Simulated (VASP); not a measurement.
SrTe:

```xyz
2
Lattice="0.0000 3.3528 3.3528 3.3528 0.0000 3.3528 3.3528 3.3528 0.0000" Properties=species:S:1:pos:R:3 pbc="T T T"
Sr    0.0000    0.0000    0.0000
Te    3.3528    3.3528    3.3528
```

Base run:

| Quantity | Value |
| --- | --- |
| Program | VASP 6.6.1 |
| Functional | HSE06 |
| Potentials or basis | VASP PAW PBE potentials, release 64 (Sr_sv, Te) |
| Cutoff | 400 eV |
| k mesh | 4 × 4 × 4 |
| Occupations | gaussian, width 0.01 eV |
| Spin | no spin polarisation |

Its results: band gap on the k mesh 2.49 eV (least direct gap 3.30 eV); pressure -0.2 GPa.

Problem. The run is repeated on the same cell with these changes: functional from HSE06 to PBE; cutoff from 400 eV to 500 eV; k mesh from 4 × 4 × 4 to 6 × 6 × 6. What comes out?

Solution. Band gap on the k mesh 1.75 eV (least direct gap 2.47 eV); pressure 0.3 GPa.

Several settings changed at once.

Caveats: spin-orbit coupling is left out, which moves the levels of the heavy elements; the PAW data sets were made with another functional, which shifts forces and pressure a little (at least some runs).

A k mesh can miss the band edges.
